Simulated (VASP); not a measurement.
# As (R-3m) in VASP: notebook

The runs below take As through single point, with PBE.

All numbers are computed with VASP 6.6.1; they aren't measurements. Logs are shortened: lines on timing, memory, paths and dates and some standing lists are left out, and cuts for length are marked.

## (1) The cell of the first run

The structure is trigonal, space group R-3m (No. 166). The conventional cell has a = 3.683 Å, b = 3.683 Å, c = 10.246 Å, α = 90.00°, β = 90.00°, γ = 120.00°. As (site symmetry 3m) has 6 As at 2.47 to 3.04 Å within 3.3 Å.

## (2) Single point, PBE (20.06 Å³/atom)

Contents of INCAR:

```
PREC = Accurate ; ENCUT = 520
EDIFF = 1E-6 ; ISMEAR = -1
SIGMA = 0.03 ; LREAL = F
LASPH = T ; NELM = 100
ALGO = Normal ; ISIF = 2
LWAVE = F ; LCHARG = F
GGA = PE ; NBANDS = 12
```

Contents of KPOINTS:

```
regular mesh
0
Gamma
  11 11 11
```

Contents of POSCAR:

```
As
1.0
    1.8417028838      1.0633076557      3.4152171905
   -1.8417028838      1.0633076557      3.4152171905
    0.0000000000     -2.1266153114      3.4152171905
As
2
Direct
    0.2275400000      0.2275400000      0.2275400000
    0.7724600000      0.7724600000      0.7724600000
```

Potentials or basis: VASP PAW PBE potentials, release 64 (As).

On the command line:

```sh
> cat potpaw_PBE.64/As/POTCAR > POTCAR
> mpirun -np 1 vasp_std > vasp.out
```

OUTCAR:

```text
PREC = Accurate
   ENCUT = 520
   EDIFF = 1E-6
   ISMEAR = -1
   LREAL = F
   LASPH = T
   NELM = 100
   ISIF = 2
   GGA = PE

 ion  position               nearest neighbor table
   1  0.228  0.228  0.228-   2 2.47   2 2.47   2 2.47
   2  0.772  0.772  0.772-   1 2.47   1 2.47   1 2.47

  LATTYP: Found a trigonal (rhomboedric) cell.
 ALAT       =     4.0232078173
 COS(alpha) =     0.5808936906

  Lattice vectors:

 A1 = (   1.8417028838,   1.0633076557,   3.4152171905)
 A2 = (  -1.8417028838,   1.0633076557,   3.4152171905)
 A3 = (   0.0000000000,  -2.1266153114,   3.4152171905)

Analysis of symmetry for initial positions (statically):
=====================================================================
 Subroutine PRICEL returns:
 Original cell was already a primitive cell.

 Routine SETGRP: Setting up the symmetry group for a
 trigonal (rhombohedral) supercell.

 Subroutine GETGRP returns: Found 12 space group operations
 (whereof 12 operations were pure point group operations)
 out of a pool of 12 trial point group operations.

The static configuration has the point symmetry D_3d.

Analysis of symmetry for dynamics (positions and initial velocities):
=====================================================================
 Subroutine PRICEL returns:
 Original cell was already a primitive cell.

 Routine SETGRP: Setting up the symmetry group for a
 trigonal (rhombohedral) supercell.

 Subroutine GETGRP returns: Found 12 space group operations
 (whereof 12 operations were pure point group operations)
 out of a pool of 12 trial point group operations.

The dynamic configuration has the point symmetry D_3d.

 Subroutine INISYM returns: Found 12 space group operations
 (whereof 12 operations are pure point group operations),
 and found     1 'primitive' translations

----------------------------------------------------------------------------------------

                                     Primitive cell

  volume of cell :      40.1281

  direct lattice vectors                    reciprocal lattice vectors
     1.841702884  1.063307656  3.415217190     0.271487874  0.156743597  0.097602382
    -1.841702884  1.063307656  3.415217190    -0.271487874  0.156743597  0.097602382
     0.000000000 -2.126615311  3.415217190     0.000000000 -0.313487194  0.097602382

  length of vectors
     4.023207817  4.023207817  4.023207817     0.328329782  0.328329782  0.328329782

  position of ions in fractional coordinates (direct lattice)
     0.227540000  0.227540000  0.227540000
     0.772460000  0.772460000  0.772460000

  ion indices of the primitive-cell ions
   primitive index   ion index
                 1           1
                 2           2

----------------------------------------------------------------------------------------

 KPOINTS: regular mesh

Automatic generation of k-mesh.
 Grid dimensions read from file:
 generate k-points for:   11   11   11

 Generating k-lattice:

  Cartesian coordinates                     Fractional coordinates (reciprocal lattice)
     0.024680716  0.014249418  0.008872944     0.090909091  0.000000000  0.000000000
    -0.024680716  0.014249418  0.008872944     0.000000000  0.090909091  0.000000000
     0.000000000 -0.028498836  0.008872944     0.000000000  0.000000000  0.090909091

  Length of vectors
     0.029848162  0.029848162  0.029848162

  Shift w.r.t. Gamma in fractional coordinates (k-lattice)
     0.000000000  0.000000000  0.000000000

 Subroutine IBZKPT returns following result:
 ===========================================

 Found    146 irreducible k-points:

 Following reciprocal coordinates:
            Coordinates               Weight
  0.000000  0.000000  0.000000      1.000000
  0.090909  0.000000  0.000000      6.000000
  0.181818  0.000000  0.000000      6.000000
  0.272727  0.000000  0.000000      6.000000
  0.363636  0.000000  0.000000      6.000000
  0.454545  0.000000  0.000000      6.000000
[... 16 lines left out ...]
 -0.272727  0.181818 -0.000000     12.000000
 -0.181818  0.181818  0.000000      6.000000
 [... further k-points ...]
   k-points           NKPTS =    146   k-points in BZ     NKDIM =    146   number of bands    NBANDS=     12
   number of dos      NEDOS =    301   number of ions     NIONS =      2
   total plane-waves  NPLWV =  27000
   dimension x,y,z NGX =    30 NGY =   30 NGZ =   30
   dimension x,y,z NGXF=    60 NGYF=   60 NGZF=   60
   ions per type =               2
   NGX,Y,Z   is equivalent  to a cutoff of  12.40, 12.40, 12.40 a.u.
   NGXF,Y,Z  is equivalent  to a cutoff of  24.79, 24.79, 24.79 a.u.
 SYSTEM =  unknown system
   PREC   = accura    normal or accurate (medium, high low for compatibility)
   ISTART =      0    job   : 0-new  1-cont  2-samecut
   ICHARG =      2    charge: 1-file 2-atom 10-const
   ISPIN  =      1    spin polarized calculation?
   LNONCOLLINEAR =      F non collinear calculations
   LSORBIT =      F    spin-orbit coupling
   LASPH  =      T    aspherical Exc in radial PAW
   ENCUT  =  520.0 eV  38.22 Ry    6.18 a.u.   7.48  7.48  7.48*2*pi/ulx,y,z
   NELM   =    100;   NELMIN=  2; NELMDL= -5     # of ELM steps
   EDIFF  = 0.1E-05   stopping-criterion for ELM
   LREAL  =      F    real-space projection
   EDIFFG = 0.1E-04   stopping-criterion for IOM
   NSW    =      0    number of steps for IOM
   IBRION =     -1    ionic relax: 0-MD 1-quasi-New 2-CG
   NFREE  =      0    steps in history (QN), initial steepest desc. (CG)
   ISIF   =      2    stress and relaxation
   ISYM   =      2    0-nonsym 1-usesym 2-fastsym
   POTIM  = 0.5000    time-step for ionic-motion
   TEBEG  =    0.0;   TEEND  =   0.0 temperature during run
   PSTRESS=    0.0 pullay stress
   NELECT =      10.0000    total number of electrons
   NUPDOWN=      -1.0000    fix difference up-down
   EMIN   =  10.00;   EMAX   =-10.00  energy-range for DOS
   EFERMI =   0.00;   METHOD = LEGACY
   ISMEAR =    -1;   SIGMA  =   0.03  broadening in eV -4-tet -1-fermi 0-gaus
   EFERMI_NEDOS =   21; number of points for ismear=-14 and -15
   IALGO  =     38    algorithm
   IMIX   =      4    mixing-type and parameters
     AMIX     =   0.40;   BMIX     =  1.00
     AMIX_MAG =   1.60;   BMIX_MAG =  1.00
  volume/ion in A,a.u.               =      20.06       135.40
  Fermi-wavevector in a.u.,A,eV,Ry     =   1.030209  1.946813 14.440288  1.061331
  Thomas-Fermi vector in A             =   2.164296
   LORBIT       =      0    0 simple, 1 ext, 2 COOP (PROOUT), +10 PAW based schemes
   GGA     = PE    functional components
   LHFCALC =     F    Hartree Fock is set to
   AEXX    =    0.0000 exact exchange contribution
   IVDW    =     0    specifies the selected vdW correction
   LEPSILON=     F    determine dielectric tensor
   LRPA    =     F    only Hartree local field effects (RPA)
 non-spin polarized calculation
  energy-cutoff  :      520.00
  volume of cell :       40.13
 maximum number of plane-waves:      1099
 NGX is ok and might be reduce to    30
   NGX = 15   NGY = 15   NGZ = 15

 number of electron      10.0000000 magnetization

 Free energy of the ion-electron system (eV)
  ---------------------------------------------------
  ext. energy  EPLUGINS =         0.00000000
  ---------------------------------------------------
  free energy    TOTEN  =        -9.21420589 eV

  energy without entropy =       -9.21370170  energy(sigma->0) =       -9.21395380

 E-fermi :   6.4417     XC(G=0): -10.2845

 val. band max:        6.4226251783   @ k =   0.3636   0.2727   0.2727
 cond. band min:       6.4791643652   @ k =   0.4545   0.0909   0.0909
 fundamental gap:      0.0565391869
 Fermi energy:         6.4417420855

 k-point     1 :       0.0000    0.0000    0.0000
  band No.  band energies     occupation
      1      -9.4017      2.00000
      2       0.8454      2.00000
      3       3.5226      2.00000
      4       4.1217      2.00000
      5       4.1217      2.00000
      6       8.0347      0.00000
      7       9.3346      0.00000
      8       9.3346      0.00000
      9      13.0223      0.00000
     10      13.0223      0.00000
     11      13.5555      0.00000
     12      15.0025      0.00000

 k-point     2 :       0.0909    0.0000    0.0000
  band No.  band energies     occupation
      1      -9.2832      2.00000
      2       0.3512      2.00000
      3       3.5751      2.00000
      4       4.0337      2.00000
      5       4.1149      2.00000
      6       8.2760      0.00000
      7       9.1089      0.00000
      8       9.2294      0.00000
      9      12.2744      0.00000
     10      12.8690      0.00000
     11      12.9499      0.00000
     12      15.8267      0.00000

 k-point     3 :       0.1818    0.0000    0.0000
  band No.  band energies     occupation
      1      -8.9298      2.00000
      2      -0.8207      2.00000
      3       3.4247      2.00000
      4       3.8216      2.00000
      5       4.4344      2.00000
      6       8.1018      0.00000
      7       8.7456      0.00000
      8       8.8319      0.00000
      9      11.9038      0.00000
     10      12.5996      0.00000
     11      13.2023      0.00000
     12      17.5311      0.00000
[... 286 lines left out ...]
 k-point    23 :      -0.2727    0.1818   -0.0000
  band No.  band energies     occupation
      1      -7.3827      2.00000
      2      -3.5017      2.00000
      3       1.3507      2.00000
      4       3.9070      2.00000
      5       4.4151      2.00000
      6       6.9285      0.00000
      7       7.4133      0.00000
      8      10.3693      0.00000
      9      12.3258      0.00000
     10      14.4205      0.00000
     11      17.3598      0.00000
     12      18.7638      0.00000

 k-point    24 :      -0.1818    0.1818    0.0000
  band No.  band energies     occupation
      1      -8.1121      2.00000
      2      -2.3827      2.00000
      3       1.9496      2.00000
      4       4.3354      2.00000
      5       4.4197      2.00000
      6       6.9891      0.00000
      7       7.5280      0.00000
      8      10.0488      0.00000
      9      11.4496      0.00000
     10      13.9998      0.00000
     11      16.4642      0.00000
     12      16.5811      0.00000

 [... further k-points ...]

------------------------ aborting loop because EDIFF is reached ----------------------------------------

  FORCE on cell =-STRESS in cart. coord.  units (eV):
  Direction    XX          YY          ZZ          XY          YZ          ZX
  --------------------------------------------------------------------------------------
  -------------------------------------------------------------------------------------
  Total        2.7250022      2.7250022      1.9500478      0.0000000      0.0000000      0.0000000
  in kB      108.8001145    108.8001145     77.8588066      0.0000000      0.0000000      0.0000000
  external PRESSURE =      98.4863452 kB  Pullay stress =       0.0000000 kB

 VOLUME and BASIS-vectors are now :
 -----------------------------------------------------------------------------
  energy-cutoff  :      520.00
  volume of cell :       40.13
      direct lattice vectors                 reciprocal lattice vectors
     1.841702884  1.063307656  3.415217190     0.271487874  0.156743597  0.097602382
    -1.841702884  1.063307656  3.415217190    -0.271487874  0.156743597  0.097602382
     0.000000000 -2.126615311  3.415217190     0.000000000 -0.313487194  0.097602382

 POSITION                                       TOTAL-FORCE (eV/Angst)
 -----------------------------------------------------------------------------------
      0.00000      0.00000      2.33130         0.000000      0.000000      0.738936
      0.00000      0.00000      7.91436         0.000000      0.000000     -0.738936
 -----------------------------------------------------------------------------------
    total drift:                               -0.000000      0.000000     -0.000000

  FREE ENERGIE OF THE ION-ELECTRON SYSTEM (eV)
  ---------------------------------------------------
  free  energy   TOTEN  =        -9.2142058942 eV

  energy  without entropy=       -9.2137017034  energy(sigma->0) =       -9.21395380
```

Wall time 79 s (1 thread of Intel Xeon 8259CL, shared host); peak memory 0.21 GiB.

What came out:

- Free energy: -9.2142 eV
- Pressure: 9.8 GPa
- Largest force: 0.739 eV/Å
- Band gap on the k mesh: zero (bands 5 and 6 overlap by 0.43 eV)

Forces on the atoms (eV/Å):
```
As   0.000  0.000  0.739
As   0.000  0.000 -0.739
```

Caveat: the cell stands under pressure.

(Part 1 of 2 ends here.)
